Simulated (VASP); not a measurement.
# Si4O7 (a cell with a defect) in VASP: further runs

Runs on Si4O7 (a cell with a defect). Level: LDA. Tasks: single point.

All numbers are computed with VASP 6.6.1; they aren't measurements. Logs are shortened: lines on timing, memory, paths and dates and some standing lists are left out, and cuts for length are marked.

## (1) The cell of the first run

The cell holds a defect, 11 atoms: a = 4.934 Å, b = 4.934 Å, c = 4.934 Å, α = 106.91°, β = 106.91°, γ = 114.72°.

## (2) Single point, LDA (atom 9 moved 0.000 of the way to it and -0.500 Å across, host rigid)

Input file INCAR:

```
SYSTEM = Si4O7
ALGO     = Normal         ! electronic algorithm
EDIFF    = 1E-7           ! SCF threshold, eV
ENCUT    = 520            ! plane-wave cutoff, eV
GGA      = CA             ! functional
ISIF     = 2              ! what is computed and relaxed
ISMEAR   = 0              ! smearing method
LASPH    = .TRUE.         ! aspherical terms in the spheres
LCHARG   = .TRUE.         ! write CHGCAR
LELF     = .TRUE.         ! ELF
LREAL    = .FALSE.        ! projectors in reciprocal space
LVHAR    = .TRUE.       
LWAVE    = .FALSE.        ! write WAVECAR
NBANDS   = 40             ! bands
NELM     = 80             ! most SCF steps
PREC     = Accurate       ! precision mode
SIGMA    = 0.05           ! smearing width, eV
```

Input file KPOINTS:

```
k-points
0
G
  6 6 6
  0 0 0
```

Input file POSCAR:

```
Si4O7
1.0
    0.0000000000      4.1548619959     -2.6614337333
    0.0000000000     -4.1548619959     -2.6614337333
   -4.1548619959      0.0000000000      2.6614337333
Si O
4 7
Direct
    0.2500000000      0.7500000000      0.5000000000
    0.7500000000      0.2500000000      0.5000000000
    0.0000000000      0.0000000000      1.0000000000
    0.5000000000      0.5000000000      1.0000000000
    1.0000000000      0.3055647994      0.3055647994
    0.5555647994      0.7500000000      0.8055647994
    0.0555647994      0.2500000000      0.8055647994
    0.0000000000      0.6944352006      0.6944352006
    0.4149061050      0.1944352006      0.6093413056
    0.9444352006      0.7500000000      0.1944352006
    0.4444352006      0.2500000000      0.1944352006
```

Potentials or basis: VASP PAW LDA potentials, release 64 (Si, O).

Launch:

```bash
> cat potpaw_LDA.64/Si/POTCAR potpaw_LDA.64/O/POTCAR > POTCAR
> mpirun -np 1 vasp_std > vasp.out
```

OUTCAR:

```text
SYSTEM = Si4O7
   EDIFF = 1E-7
   ENCUT = 520
   GGA = CA
   ISIF = 2
   ISMEAR = 0
   LASPH = .TRUE.
   LREAL = .FALSE.
   NELM = 80
   PREC = Accurate

 ion  position               nearest neighbor table
   1  0.250  0.750  0.500-   5 1.75   8 1.75   6 1.80  10 1.80   9 1.82   2 2.66   2 2.66
   2  0.750  0.250  0.500-   5 1.75   8 1.75   7 1.80  11 1.80   9 1.82   1 2.66   1 2.66
   3  0.000  0.000  0.000-   6 1.75   7 1.75  10 1.75  11 1.75   5 1.80   8 1.80   4 2.66   4 2.66

   4  0.500  0.500  0.000-   6 1.75   7 1.75  10 1.75  11 1.75   9 1.86   3 2.66   3 2.66
   5  0.000  0.306  0.306-   1 1.75   2 1.75   3 1.80
   6  0.556  0.750  0.806-   3 1.75   4 1.75   1 1.80
   7  0.056  0.250  0.806-   3 1.75   4 1.75   2 1.80
   8  0.000  0.694  0.694-   1 1.75   2 1.75   3 1.80
   9  0.415  0.194  0.609-   1 1.82   2 1.82   4 1.86
  10  0.944  0.750  0.194-   3 1.75   4 1.75   1 1.80
  11  0.444  0.250  0.194-   3 1.75   4 1.75   2 1.80

  LATTYP: Found a body centered tetragonal cell.
 ALAT       =     5.8758621844
 C/A-ratio  =     0.9058870511

  Lattice vectors:

 A1 = (   0.0000000000,   4.1548619959,  -2.6614337333)
 A2 = (   0.0000000000,  -4.1548619959,  -2.6614337333)
 A3 = (  -4.1548619959,   0.0000000000,   2.6614337333)

Analysis of symmetry for initial positions (statically):
=====================================================================
 Subroutine PRICEL returns:
 Original cell was already a primitive cell.

 Routine SETGRP: Setting up the symmetry group for a
 body centered tetragonal supercell.

 Subroutine GETGRP returns: Found  2 space group operations
 (whereof  2 operations were pure point group operations)
 out of a pool of 16 trial point group operations.

The static configuration has the point symmetry C_1h.

Analysis of symmetry for dynamics (positions and initial velocities):
=====================================================================
 Subroutine PRICEL returns:
 Original cell was already a primitive cell.

 Routine SETGRP: Setting up the symmetry group for a
 body centered tetragonal supercell.

 Subroutine GETGRP returns: Found  2 space group operations
 (whereof  2 operations were pure point group operations)
 out of a pool of 16 trial point group operations.

The dynamic configuration has the point symmetry C_1h.

 Subroutine INISYM returns: Found  2 space group operations
 (whereof  2 operations are pure point group operations),
 and found     1 'primitive' translations

----------------------------------------------------------------------------------------

                                     Primitive cell

  volume of cell :      91.8880

  direct lattice vectors                    reciprocal lattice vectors
     0.000000000  4.154861996 -2.661433733    -0.120340940  0.120340940 -0.187868664
     0.000000000 -4.154861996 -2.661433733    -0.120340940 -0.120340940 -0.187868664
    -4.154861996  0.000000000  2.661433733    -0.240681881  0.000000000  0.000000000

  length of vectors
     4.934177512  4.934177512  4.934177512     0.253492641  0.253492641  0.240681881

  position of ions in fractional coordinates (direct lattice)
     0.250000000  0.750000000  0.500000000
     0.750000000  0.250000000  0.500000000
     0.000000000  0.000000000  0.000000000
     0.500000000  0.500000000  0.000000000
     0.000000000  0.305564799  0.305564799
     0.555564799  0.750000000  0.805564799
     0.055564799  0.250000000  0.805564799
     0.000000000  0.694435201  0.694435201
     0.414906105  0.194435201  0.609341306
     0.944435201  0.750000000  0.194435201
     0.444435201  0.250000000  0.194435201

  ion indices of the primitive-cell ions
   primitive index   ion index
                 1           1
                 2           2
                 3           3
                 4           4
                 5           5
                 6           6
                 7           7
                 8           8
                 9           9
                10          10
                11          11

----------------------------------------------------------------------------------------

 KPOINTS: k-points

Automatic generation of k-mesh.
 Grid dimensions read from file:
 generate k-points for:    6    6    6

 Generating k-lattice:

  Cartesian coordinates                     Fractional coordinates (reciprocal lattice)
    -0.020056823  0.020056823 -0.031311444     0.166666667 -0.000000000  0.000000000
    -0.020056823 -0.020056823 -0.031311444    -0.000000000  0.166666667  0.000000000
    -0.040113647  0.000000000  0.000000000     0.000000000  0.000000000  0.166666667

  Length of vectors
     0.042248773  0.042248773  0.040113647

  Shift w.r.t. Gamma in fractional coordinates (k-lattice)
     0.000000000  0.000000000  0.000000000

 Subroutine IBZKPT returns following result:
 ===========================================

 Found     68 irreducible k-points:

 Following reciprocal coordinates:
            Coordinates               Weight
  0.000000  0.000000  0.000000      1.000000
  0.166667  0.000000 -0.000000      4.000000
  0.166667  0.000000 -0.166667      4.000000
  0.333333  0.000000 -0.000000      4.000000
  0.333333  0.000000 -0.333333      4.000000
  0.500000  0.000000 -0.000000      2.000000
[... 16 lines left out ...]
  0.000000  0.000000  0.166667      2.000000
  0.333333  0.333333 -0.000000      4.000000
 [... further k-points ...]
   k-points           NKPTS =     68   k-points in BZ     NKDIM =     68   number of bands    NBANDS=     40
   number of dos      NEDOS =    301   number of ions     NIONS =     11
   total plane-waves  NPLWV =  64000
   dimension x,y,z NGX =    40 NGY =   40 NGZ =   40
   dimension x,y,z NGXF=    80 NGYF=   80 NGZF=   80
   ions per type =               4   7
   NGX,Y,Z   is equivalent  to a cutoff of  13.48, 13.48, 13.48 a.u.
   NGXF,Y,Z  is equivalent  to a cutoff of  26.95, 26.95, 26.95 a.u.
 SYSTEM =  Si4O7
   PREC   = accura    normal or accurate (medium, high low for compatibility)
   ISTART =      0    job   : 0-new  1-cont  2-samecut
   ICHARG =      2    charge: 1-file 2-atom 10-const
   ISPIN  =      1    spin polarized calculation?
   LNONCOLLINEAR =      F non collinear calculations
   LSORBIT =      F    spin-orbit coupling
   LASPH  =      T    aspherical Exc in radial PAW
   ENCUT  =  520.0 eV  38.22 Ry    6.18 a.u.   9.17  9.17  9.17*2*pi/ulx,y,z
   NELM   =     80;   NELMIN=  2; NELMDL= -5     # of ELM steps
   EDIFF  = 0.1E-06   stopping-criterion for ELM
   LREAL  =      F    real-space projection
   EDIFFG = 0.1E-05   stopping-criterion for IOM
   NSW    =      0    number of steps for IOM
   IBRION =     -1    ionic relax: 0-MD 1-quasi-New 2-CG
   NFREE  =      0    steps in history (QN), initial steepest desc. (CG)
   ISIF   =      2    stress and relaxation
   ISYM   =      2    0-nonsym 1-usesym 2-fastsym
   POTIM  = 0.5000    time-step for ionic-motion
   TEBEG  =    0.0;   TEEND  =   0.0 temperature during run
   PSTRESS=    0.0 pullay stress
   NELECT =      58.0000    total number of electrons
   NUPDOWN=      -1.0000    fix difference up-down
   EMIN   =  10.00;   EMAX   =-10.00  energy-range for DOS
   EFERMI =   0.00;   METHOD = LEGACY
   ISMEAR =     0;   SIGMA  =   0.05  broadening in eV -4-tet -1-fermi 0-gaus
   EFERMI_NEDOS =   21; number of points for ismear=-14 and -15
   IALGO  =     38    algorithm
   IMIX   =      4    mixing-type and parameters
     AMIX     =   0.40;   BMIX     =  1.00
     AMIX_MAG =   1.60;   BMIX_MAG =  1.00
  volume/ion in A,a.u.               =       8.35        56.37
  Fermi-wavevector in a.u.,A,eV,Ry     =   1.404315  2.653771 26.832059  1.972101
  Thomas-Fermi vector in A             =   2.526889
   LORBIT       =      0    0 simple, 1 ext, 2 COOP (PROOUT), +10 PAW based schemes
   GGA     = CA    functional components
   LHFCALC =     F    Hartree Fock is set to
   AEXX    =    0.0000 exact exchange contribution
   IVDW    =     0    specifies the selected vdW correction
   LEPSILON=     F    determine dielectric tensor
   LRPA    =     F    only Hartree local field effects (RPA)
 non-spin polarized calculation
 Gauss-broadening in eV      SIGMA  =   0.05
  energy-cutoff  :      520.00
  volume of cell :       91.89
 maximum number of plane-waves:      2502
 NGX is ok and might be reduce to    40
   NGX = 19   NGY = 19   NGZ = 19

 number of electron      58.0000007 magnetization

 Free energy of the ion-electron system (eV)
  ---------------------------------------------------
  ext. energy  EPLUGINS =         0.00000000
  ---------------------------------------------------
  free energy    TOTEN  =       -90.01739087 eV

  energy without entropy =      -90.01739087  energy(sigma->0) =      -90.01739087

 E-fermi :   9.8926     XC(G=0): -12.4050

 val. band max:        9.5704382234   @ k =   0.5000  -0.3333   0.3333
 cond. band min:      11.5192067901   @ k =   0.5000   0.0000   0.5000
 fundamental gap:      1.9487685667
 Fermi energy:         9.8925841207

 k-point     1 :       0.0000    0.0000    0.0000
  band No.  band energies     occupation
      1     -14.6127      2.00000
      2     -11.8394      2.00000
      3     -11.3546      2.00000
      4     -11.2411      2.00000
      5     -10.8565      2.00000
      6     -10.6322      2.00000
[... 32 lines left out ...]
     39      18.2633      0.00000
     40      19.0721      0.00000

 k-point     2 :       0.1667    0.0000   -0.0000
  band No.  band energies     occupation
      1     -14.4565      2.00000
      2     -11.9531      2.00000
      3     -11.6403      2.00000
      4     -11.2226      2.00000
      5     -10.8678      2.00000
      6     -10.6956      2.00000
[... 935 lines left out ...]
     39      18.5135      0.00000
     40      19.3374      0.00000

 k-point    24 :       0.3333    0.3333   -0.0000
  band No.  band energies     occupation
      1     -13.3351      2.00000
      2     -13.0755      2.00000
      3     -12.3817      2.00000
      4     -11.4167      2.00000
      5     -10.6778      2.00000
      6     -10.5629      2.00000
[... 32 lines left out ...]
     39      18.6047      0.00000
     40      19.1601      0.00000

 [... further k-points ...]
[... 5 lines left out ...]
  --------------------------------------------------------------------------------------
  -------------------------------------------------------------------------------------
  Total        2.1480314     -1.3266977     -0.3838017     -1.3938519      0.0000000      0.0000000
  in kB       37.4534945    -23.1325596     -6.6920418    -24.3034730      0.0000000      0.0000000
  external PRESSURE =       2.5429643 kB  Pullay stress =       0.0000000 kB

 VOLUME and BASIS-vectors are now :
 -----------------------------------------------------------------------------
  energy-cutoff  :      520.00
  volume of cell :       91.89
      direct lattice vectors                 reciprocal lattice vectors
     0.000000000  4.154861996 -2.661433733    -0.120340940  0.120340940 -0.187868664
     0.000000000 -4.154861996 -2.661433733    -0.120340940 -0.120340940 -0.187868664
    -4.154861996  0.000000000  2.661433733    -0.240681881  0.000000000  0.000000000

 POSITION                                       TOTAL-FORCE (eV/Angst)
 -----------------------------------------------------------------------------------
     -2.07743     -2.07743     -1.33072         0.719277     -0.147841     -1.626124
     -2.07743      2.07743     -1.33072         0.719277     -0.147841      1.626124
      0.00000      0.00000      0.00000        -0.257470     -0.079657      0.000000
      0.00000      0.00000     -2.66143         0.510992     -0.102698      0.000000
     -1.26958     -1.26958      0.00000         0.371551     -0.136241      0.000000
     -3.34701     -0.80785     -1.33072        -0.224391     -1.348355     -1.045665
     -3.34701     -0.80785      1.33072        -0.224391     -1.348355      1.045665
     -2.88528     -2.88528      0.00000        -0.154770     -0.086453     -0.000000
     -2.53173      0.91603      0.00000        -5.013763      3.492285      0.000000
     -0.80785      0.80785     -3.99215         1.776844     -0.047422      1.412486
     -0.80785      0.80785     -1.33072         1.776844     -0.047422     -1.412486
 -----------------------------------------------------------------------------------
    total drift:                               -0.000106     -0.000218      0.000001

  FREE ENERGIE OF THE ION-ELECTRON SYSTEM (eV)
  ---------------------------------------------------
  free  energy   TOTEN  =       -90.0173908692 eV

  energy  without entropy=      -90.0173908692  energy(sigma->0) =      -90.01739087
```

It took 5.2 min on 1 thread of Intel Xeon 6975P-C, shared host; peak memory 0.3 GiB.

Results:

```yaml
Free_energy: -90.0174 eV
Pressure: 0.3 GPa
Largest_force: 6.110 eV/Å
Band_gap_on_the_k_mesh: 1.95 eV
```

Forces on the atoms (eV/Å):
```
Si   0.719 -0.148 -1.626
Si   0.719 -0.148  1.626
Si  -0.257 -0.080  0.000
Si   0.511 -0.103  0.000
O    0.372 -0.136  0.000
O   -0.224 -1.348 -1.046
O   -0.224 -1.348  1.046
O   -0.155 -0.086  0.000
O   -5.014  3.492  0.000
O    1.777 -0.047  1.412
O    1.777 -0.047 -1.412
```

Caveat: the cell differs from its parent crystal (atom 9 moved 0.000 of the way to it and -0.500 Å across, host rigid).

## (3) Single point, LDA (atom 9 moved 0.125 of the way to it and -0.500 Å across, host rigid)

Input file INCAR:

```
SYSTEM = Si4O7
ALGO = Normal
EDIFF = 1E-6
ENCUT = 520
ISIF = 2
ISMEAR = 0
LASPH = .True.
LCHARG = .False.
LREAL = .False.
LWAVE = .False.
NBANDS = 40
NELM = 80
PREC = Accurate
SIGMA = 0.05
```

Input file KPOINTS:

```
k-points
0
Gamma
  6 6 6
  0 0 0
```

POSCAR, as its differences from that of step 2:

```diff
@@ -16,3 +16,3 @@
     0.0000000000      0.6944352006      0.6944352006
-    0.4149061050      0.1944352006      0.6093413056
+    0.4149061050      0.1458264005      0.5607325054
     0.9444352006      0.7500000000      0.1944352006
```

Potentials or basis: VASP PAW LDA potentials, release 64 (Si, O).

Launch:

```bash
> cat potpaw_LDA.64/Si/POTCAR potpaw_LDA.64/O/POTCAR > POTCAR
> mpirun -np 1 vasp_std > vasp.out
```

Wall time 1.7 min (1 thread of Intel Xeon 6975P-C (Granite Rapids), shared host); peak memory 0.3 GiB.

Results (log left out):

* Free energy: -88.9499 eV
* Pressure: 6.3 GPa
* Largest force: 8.663 eV/Å
* Band gap on the k mesh: 1.69 eV

Forces on the atoms (eV/Å):
```
Si   1.824  1.561  0.024
Si   1.824  1.561 -0.024
Si  -0.365  0.011  0.000
Si  -1.358 -1.570  0.000
O    0.267  0.007  0.000
O    0.413 -0.646 -0.689
O    0.413 -0.646  0.689
O   -0.166 -0.121  0.000
O   -8.663 -0.114  0.000
O    2.905 -0.021  2.262
O    2.905 -0.021 -2.262
```

Stress tensor (GPa, compression positive):
```
 7.21 -3.53  0.00
-3.53  1.61  0.00
 0.00  0.00  9.93
```

Levels at points of the mesh, in eV from the valence-band top:
```tsv
k point	band 27	band 28	band 29	band 30	band 31	band 32
(0.00, 0.00, 0.00)	-3.70	-3.18	-2.34	2.72	3.57	3.83
(0.50, 0.00, 0.00)	-3.99	-3.81	-0.34	2.56	3.80	3.89
(0.50, 0.00, 0.50)	-3.97	-3.66	-0.48	1.69	3.57	4.70
(0.50, 0.50, 0.00)	-4.30	-3.71	-1.02	2.43	4.37	4.68
(0.00, 0.00, 0.50)	-4.48	-4.25	-0.70	2.29	4.24	4.44
(0.50, 0.50, 0.50)	-5.27	-4.66	0.00	2.46	3.50	3.99
```

Caveat: the cell differs from its parent crystal (atom 9 moved 0.125 of the way to it and -0.500 Å across, host rigid).

(Continued in part 2 of 2.)
